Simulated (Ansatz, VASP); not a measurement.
**As: VASP beside Ansatz**

Contents of INCAR:

```
SYSTEM = As
PREC = Accurate
ENCUT = 600
EDIFF = 1E-6
ISMEAR = 0
SIGMA = 0.05
LREAL = .FALSE.
LASPH = .TRUE.
NELM = 120
ALGO = Normal
ISIF = 2
LWAVE = .FALSE.
LCHARG = .FALSE.
GGA = PE
NBANDS = 22
GGA_COMPAT = .FALSE.
```

Contents of KPOINTS:

```
Automatic mesh
0
G
  12 12 12
  0 0 0
```

POSCAR

```
As
1.0
    1.8975513125      1.0955517611      3.4206715363
   -1.8975513125      1.0955517611      3.4206715363
    0.0000000000     -2.1911035222      3.4206715363
As
2
Direct
    0.2293388291      0.2293388291      0.2293388291
    0.7706611709      0.7706611709      0.7706611709
```

Input for Ansatz:

```yaml
crystal:
  lattice:
    - [1.8975513125, 1.0955517611, 3.4206715363]
    - [-1.8975513125, 1.0955517611, 3.4206715363]
    - [0.0, -2.1911035222, 3.4206715363]
  atoms:
    - { symbol: As, position: [0.2293388291, 0.2293388291, 0.2293388291] }
    - { symbol: As, position: [0.7706611709, 0.7706611709, 0.7706611709] }
basis:
  ecutwfc: 420
  ecutrho_ratio: 4
kpoints:
  mp_grid: { grid: [12, 12, 12] }
hamiltonian:
  xc: pbe
scf:
  occupations: { method: gaussian, width: 0.05 }
output:
  forces: true
  stress: true
  eigenvalues: true
  eigenstates:
    nscf_kmesh: { grid: [20, 20, 20] }
    de_dk: true
    e_range: [-2.5, 2.5]
  write_density: true
  write_potential: true
  elf: true
  volumetric_format: npy
```

Alike in both runs: task single point; functional PBE; k mesh 12 × 12 × 12; occupations gaussian, width 0.05 eV; no spin polarisation.

|  | VASP | Ansatz |
| --- | --- | --- |
| version | VASP 6.6.1 | Ansatz 0.2.0 |
| potentials or method | VASP PAW PBE potentials, release 64 (As_d), cutoff 600 eV | scalar-relativistic, plane waves, PAW |
| valence electrons in the cell | 30 | 30 |

VASP gave:

| Quantity | Value |
| --- | --- |
| gap on the k mesh at the Fermi level (eV) | none |
| pressure (GPa) | 2.3 |
| rms of the force components (eV/Å) | 0.005 |

Task: Estimate Ansatz's values.

Result: gap on the k mesh at the Fermi level (eV): none; pressure (GPa): 2.2; rms of the force components (eV/Å): 0.002.

Atom by atom the forces differ by 0.007 eV/Å (rms over components). A gap of «none» marks a metal or a gap that the smearing closes. With one functional, cell and mesh, what is left measures potentials, basis and numerics.
